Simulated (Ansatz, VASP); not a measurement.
**B in VASP and in Ansatz**

INCAR

```
SYSTEM = B
PREC = Accurate
ENCUT = 600
EDIFF = 1E-7
ISMEAR = -1
SIGMA = 0.1
LREAL = .False.
LASPH = .True.
NELM = 100
ALGO = Normal
ISIF = 3
LWAVE = .False.
LCHARG = .False.
GGA = PS
IBRION = 2
NSW = 80
EDIFFG = -0.01
```

The input KPOINTS:

```
regular mesh
0
Gamma
  17 17 9
  0 0 0
```

Contents of POSCAR:

```
B
1.0
    2.1005919712      0.0000000000      0.0000000000
   -1.0502959856      1.8191660100      0.0000000000
    0.0000000000      0.0000000000      3.4302666889
B
2
Direct
    0.3333333333      0.6666666667      0.2500000000
    0.6666666667      0.3333333333      0.7500000000
```

Input for Ansatz:

```yaml
crystal:
  lattice:
    - [2.1005919712, 0.0, 0.0]
    - [-1.0502959856, 1.81916601, 0.0]
    - [0.0, 0.0, 3.4302666889]
  atoms:
    - { symbol: B, position: [0.3333333333, 0.6666666667, 0.25] }
    - { symbol: B, position: [0.6666666667, 0.3333333333, 0.75] }
hamiltonian:
  xc: pbesol
  pseudopotentials:
    kind: paw
    azcp:
      B: "pseudopotentials/B.paw.azcp"
basis:
  ecutwfc: 420
  fft_grid_basis: typed
kpoints:
  mp_grid: { grid: [17, 17, 9], shift: [0, 0, 0] }
magnetization:
  spin_polarized: false
scf:
  occupations: { method: fermi_dirac, width: 0.1 }
relax:
  max_steps: 60
  f_tol: 0.01
  cell: {}
```

Alike in both runs: task relaxation of cell and atoms; functional PBEsol; k mesh 17 × 17 × 9; occupations fermi-dirac, width 0.1 eV; no spin polarisation.

|  | VASP | Ansatz |
| --- | --- | --- |
| version | VASP 6.6.1 | Ansatz 0.2.0 |
| potentials or method | VASP PAW PBE potentials, release 64 (B), cutoff 600 eV | plane waves (420 eV) with PAW, scalar-relativistic |
| valence electrons in the cell | 6 | 6 |

Ansatz gave:

| Quantity | Value |
| --- | --- |
| relaxed volume (Å³/atom) | 9.07 |
| relaxed cell length with the largest relative difference (Å) | 7.169 |

**Question.** Estimate VASP's values.

**Answer.** Relaxed volume (Å³/atom): 7.67; relaxed cell length with the largest relative difference (Å): 6.045.

VASP's potentials were made for PBE, not for PBEsol, and Ansatz warns of the same on its side. One of these differences is far larger than is usual between the two programs; its cause wasn't traced.

Noted on VASP's run: the volume moved by over 15 % at a fixed basis, so the end points are rough.
